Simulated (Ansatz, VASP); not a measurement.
**C in VASP and in Ansatz**

The input POSCAR:

```
C
1.0
   -2.1268362731      1.2279462884      0.0110113261
   -2.1268362731     -1.2279462884      0.0110113261
    0.0643058091      0.0000000000     10.8551821078
C
6
Direct
    0.1666314863      0.1666314863      0.8141621117
    0.4999940733      0.4999940733      0.1628488299
    0.8333127798      0.8333127798      0.4885054708
    0.1666579651      0.1666579651      0.1628403766
    0.4999766716      0.4999766716      0.4884970175
    0.8332953780      0.8332953780      0.8141536584
```

File INCAR.step1:

```
PREC = Accurate
ENCUT = 520
ISMEAR = 0
SIGMA = 0.05
LREAL = F
LASPH = T
NELM = 60
NBANDS = 21
GGA = PE
ALGO = Normal
EDIFF = 1E-4
LWAVE = T
LCHARG = F
```

The input INCAR.step2:

```
PREC = Accurate
ENCUT = 520
EDIFF = 1E-6
ISMEAR = 0
SIGMA = 0.05
LREAL = F
LASPH = T
NELM = 60
ALGO = Normal
ISIF = 2
LWAVE = F
LCHARG = F
METAGGA = R2SCAN
LMIXTAU = T
NBANDS = 21
ISTART = 1
```

Contents of KPOINTS:

```
regular mesh
0
Gamma
  12 12 3
```

Input for Ansatz:

```yaml
crystal:
  lattice:
    - [-2.1268362731, 1.2279462884, 0.0110113261]
    - [-2.1268362731, -1.2279462884, 0.0110113261]
    - [0.0643058091, 0.0, 10.8551821078]
  atoms:
    - { symbol: C, position: [0.1666314863, 0.1666314863, 0.8141621117] }
    - { symbol: C, position: [0.4999940733, 0.4999940733, 0.1628488299] }
    - { symbol: C, position: [0.8333127798, 0.8333127798, 0.4885054708] }
    - { symbol: C, position: [0.1666579651, 0.1666579651, 0.1628403766] }
    - { symbol: C, position: [0.4999766716, 0.4999766716, 0.4884970175] }
    - { symbol: C, position: [0.833295378, 0.833295378, 0.8141536584] }
basis:
  ecutwfc: 500
kpoints:
  mp_grid: { grid: [12, 12, 3] }
hamiltonian:
  xc: r2scan
scf:
  occupations: { method: gaussian, width: 0.05 }
output:
  forces: true
  stress: true
  eigenvalues: true
```

Alike in both runs: task single point; functional r2SCAN; k mesh 12 × 12 × 3; occupations gaussian, width 0.05 eV; no spin polarisation.

```csv
,VASP,Ansatz
version,VASP 6.6.1,Ansatz 0.2.0
potentials or method,"VASP PAW PBE potentials, release 64 (C), cutoff 520 eV","scalar-relativistic, plane waves, PAW"
valence electrons in the cell,24,24
```

|  | VASP | Ansatz | Ansatz less VASP |
| --- | --- | --- | --- |
| gap on the k mesh at the Fermi level (eV) | 0.32 | 0.32 | 0.000 |
| least direct gap on the mesh (eV) | 0.32 | 0.32 | 0.000 |
| pressure (GPa) | 0.5 | -0.1 | -0.63 |
| traceless stress, the component that is largest in VASP (GPa) | -1.16 | -0.43 | +0.728 |
| rms of the force components (eV/Å) | 0.008 | 0.008 | +0.0001 |

VASP's potentials were made for PBE, not for r2SCAN. Atom by atom the forces differ by 0.000 eV/Å (rms over components).
